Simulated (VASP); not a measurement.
Runs of VASP 6.6.1 on TiC. The structure is that of space group Fm-3m (No. 225), or close to it. The cells are those of the table. 

```csv
task,level,potentials or basis,spin,cell,gap on the mesh (eV),pressure (GPa),moment (μB)
electric field gradients,r2SCAN,"VASP PAW PBE potentials, release 64 (Ti_sv, C)",off,"a = 3.060 Å, angles 60.0°, 2 atoms",none,0.9,-
single point,LDA,"VASP PAW LDA potentials, release 64 (Ti_sv, C)",off,"a = 3.101 Å, angles 60.0°, 2 atoms",none,-19.9,-
electric field gradients,LDA,"VASP PAW LDA potentials, release 64 (Ti_sv, C)",off,"a = 3.060 Å, angles 60.0°, 2 atoms",none,-11.4,-
single point,PBE,"VASP PAW PBE potentials, release 64 (Ti_sv, C)","non-collinear, zero start, SOC","a = 3.060 Å, angles 60.0°, 2 atoms",-,(a),0.00
single point,LDA,"VASP PAW LDA potentials, release 64 (Ti_sv, C)","collinear, zero start","a = 3.101 Å, angles 60.0°, 2 atoms",none,(b),0.00
```

Alike in all rows: k mesh 16 × 16 × 16; cutoff (eV) 520; smearing fermi-dirac 0.03 eV.

Q: Fill in the values left out.

A: (a) 1.1; (b) -19.8.

Caveats: the cell stands under tension (at least some runs); the PAW data sets were made with another functional, which shifts forces and pressure a little (at least some runs).

A gap of «none» marks levels without a gap at the run's occupations.
